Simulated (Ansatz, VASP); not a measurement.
## Ca in VASP and in Ansatz

POSCAR

```
Ca
1.0
    4.0387641037      0.0000000000      0.0000000000
   -2.0193820519      3.4976723137      0.0000000000
    0.0000000000      0.0000000000      6.6426031057
Ca
2
Direct
    0.3333333333      0.6666666667      0.2500000000
    0.6666666667      0.3333333333      0.7500000000
```

INCAR.step1

```
PREC = Accurate ; ENCUT = 520
ISMEAR = -1 ; SIGMA = 0.1
LREAL = F ; LASPH = T
NELM = 80 ; NBANDS = 17
GGA = PE ; ALGO = Normal
EDIFF = 1E-4 ; LWAVE = T
LCHARG = F
```

Contents of INCAR.step2:

```
PREC = Accurate ; ENCUT = 520
EDIFF = 1E-6 ; ISMEAR = -1
SIGMA = 0.1 ; LREAL = F
LASPH = T ; NELM = 80
ALGO = Normal ; ISIF = 2
LWAVE = F ; LCHARG = T
METAGGA = R2SCAN ; LMIXTAU = T
LELF = T ; LVHAR = T
NBANDS = 17 ; ISTART = 1
```

The input KPOINTS:

```
regular mesh
0
Gamma
  10 10 6
```

Input for Ansatz:

```yaml
crystal:
  lattice:
    - [4.0387641037, 0.0, 0.0]
    - [-2.0193820519, 3.4976723137, 0.0]
    - [0.0, 0.0, 6.6426031057]
  atoms:
    - { symbol: Ca, position: [0.3333333333, 0.6666666667, 0.25] }
    - { symbol: Ca, position: [0.6666666667, 0.3333333333, 0.75] }
hamiltonian:
  xc: r2scan
  pseudopotentials:
    kind: paw
    azcp:
      Ca: "pseudopotentials/Ca.paw.azcp"
basis:
  ecutwfc: 500
  fft_grid_basis: typed
kpoints:
  mp_grid: { grid: [10, 10, 6], shift: [0, 0, 0] }
magnetization:
  spin_polarized: false
scf:
  occupations: { method: fermi_dirac, width: 0.1 }
  lower_state_search: "off"
output:
  stress: true
```

Alike in both runs: task single point; functional r2SCAN; k mesh 10 × 10 × 6; occupations fermi-dirac, width 0.1 eV; no spin polarisation.

|  | VASP | Ansatz |
| --- | --- | --- |
| version | VASP 6.6.1 | Ansatz 0.2.0 |
| potentials or method | VASP PAW PBE potentials, release 64 (Ca_sv), cutoff 520 eV | plane waves (500 eV) with PAW, scalar-relativistic |
| valence electrons in the cell | 20 | 20 |

|  | VASP | Ansatz | Ansatz less VASP |
| --- | --- | --- | --- |
| pressure (GPa) | -1.2 | -1.2 | -0.04 |
| traceless stress, the component that is largest in VASP (GPa) | -0.08 | -0.08 | -0.001 |

VASP's potentials were made for PBE, not for r2SCAN.
